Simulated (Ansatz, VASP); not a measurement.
**One calculation of Al2Cu, two programs**

File INCAR:

```
PREC     = Accurate       # precision mode
ENCUT    = 520            # plane-wave cutoff, eV
EDIFF    = 1E-6           # SCF threshold, eV
ISMEAR   = 0              # smearing method
SIGMA    = 0.15           # smearing width, eV
LREAL    = False          # projectors in reciprocal space
LASPH    = True           # aspherical terms in the spheres
NELM     = 80             # most SCF steps
ALGO     = Fast           # electronic algorithm
ISIF     = 2              # what is computed and relaxed
LWAVE    = False          # write WAVECAR
LCHARG   = False          # write CHGCAR
GGA      = PE             # functional
NBANDS   = 16             # bands
```

KPOINTS

```
Automatic mesh
0
Gamma
  14 14 14
```

POSCAR

```
Al2Cu
1.0
   -1.9969049054      1.9969049054      2.8914013846
    1.9969049054     -1.9969049054      2.8914013846
    1.9969049054      1.9969049054     -2.8914013846
Al Cu
2 1
Direct
    0.7500000000      0.2500000000      0.5000000000
    0.2500000000      0.7500000000      0.5000000000
    0.5000000000      0.5000000000      0.0000000000
```

Input for Ansatz:

```yaml
crystal:
  lattice:
    - [-1.9969049054, 1.9969049054, 2.8914013846]
    - [1.9969049054, -1.9969049054, 2.8914013846]
    - [1.9969049054, 1.9969049054, -2.8914013846]
  atoms:
    - { symbol: Al, position: [0.75, 0.25, 0.5] }
    - { symbol: Al, position: [0.25, 0.75, 0.5] }
    - { symbol: Cu, position: [0.5, 0.5, 0.0] }
basis:
  ecutwfc: 520.0
kpoints:
  mp_grid: { grid: [14, 14, 14] }
hamiltonian:
  xc: pbe
  pseudopotentials: { kind: paw, azcp: { folder: soft_1 } }
scf:
  occupations: { method: gaussian, width: 0.15 }
output:
  forces: true
  stress: true
  eigenvalues: true
```

Alike in both runs: task single point; functional PBE; k mesh 14 × 14 × 14; occupations gaussian, width 0.15 eV; no spin polarisation.

|  | VASP | Ansatz |
| --- | --- | --- |
| version | VASP 6.6.1 | Ansatz 0.2.0 |
| potentials or method | VASP PAW PBE potentials, release 64 (Al, Cu), cutoff 520 eV | scalar-relativistic, plane waves, PAW |
| valence electrons in the cell | 17 | 25 |

Ansatz gave:

| Property | Result |
| --- | --- |
| gap on the k mesh at the Fermi level (eV) | none |
| pressure (GPa) | 5.1 |
| traceless stress, the component that is largest in VASP (GPa) | -1.51 |

Question: Estimate VASP's values.

Answer: gap on the k mesh at the Fermi level (eV): none; pressure (GPa): 5.1; traceless stress, the component that is largest in VASP (GPa): -1.50.

A gap of «none» marks a metal or a gap that the smearing closes. VASP's potentials hold 17 valence electrons a cell and Ansatz's 25, so a difference there can come from the potentials and not from the codes.
